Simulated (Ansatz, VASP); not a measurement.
Tl: VASP beside Ansatz

File INCAR:

```
PREC = Accurate
ENCUT = 520
EDIFF = 1E-6
ISMEAR = -1
SIGMA = 0.1
LREAL = F
LASPH = T
NELM = 100
ALGO = Normal
ISIF = 2
LWAVE = F
LCHARG = F
GGA = RE
NBANDS = 34
```

Contents of KPOINTS:

```
Automatic mesh
0
Gamma
  11 11 3
```

File POSCAR:

```
Tl
1.0
    3.6629522468      0.0000000000      0.0000000000
   -1.8314761234      3.1722096986      0.0000000000
    0.0000000000      0.0000000000     11.7561652015
Tl
4
Direct
    1.0000000000      1.0000000000      0.0000000000
    1.0000000000      1.0000000000      0.5000000000
    0.3333333333      0.6666666667      0.2500000000
    0.6666666667      0.3333333333      0.7500000000
```

Input for Ansatz:

```yaml
crystal:
  lattice:
    - [3.6629522468, 0.0, 0.0]
    - [-1.8314761234, 3.1722096986, 0.0]
    - [0.0, 0.0, 11.7561652015]
  atoms:
    - { symbol: Tl, position: [1.0, 1.0, 0.0] }
    - { symbol: Tl, position: [1.0, 1.0, 0.5] }
    - { symbol: Tl, position: [0.3333333333, 0.6666666667, 0.25] }
    - { symbol: Tl, position: [0.6666666667, 0.3333333333, 0.75] }
hamiltonian:
  xc: revpbe
  pseudopotentials:
    kind: paw
    azcp:
      Tl: "pseudopotentials/Tl.paw.azcp"
basis:
  ecutwfc: 420
  fft_grid_basis: typed
kpoints:
  mp_grid: { grid: [11, 11, 3], shift: [0, 0, 0] }
magnetization:
  spin_polarized: false
scf:
  occupations: { method: fermi_dirac, width: 0.1 }
  lower_state_search: "off"
output:
  stress: true
```

Alike in both runs: task single point; functional revPBE; k mesh 11 × 11 × 3; occupations fermi-dirac, width 0.1 eV; no spin polarisation.

|  | VASP | Ansatz |
| --- | --- | --- |
| version | VASP 6.6.1 | Ansatz 0.2.0 |
| potentials or method | VASP PAW PBE potentials, release 64 (Tl_d), cutoff 520 eV | plane waves (420 eV) with PAW, scalar-relativistic |
| valence electrons in the cell | 52 | 52 |

```csv
,VASP,Ansatz,Ansatz less VASP
pressure (GPa),-0.8,-0.8,+0.06
"traceless stress, the component that is largest in VASP (GPa)",-0.07,-0.07,+0.001
```

VASP's potentials were made for PBE, not for revPBE. With one functional, cell and mesh, what is left measures potentials, basis and numerics.

Neither program's run includes spin-orbit coupling.
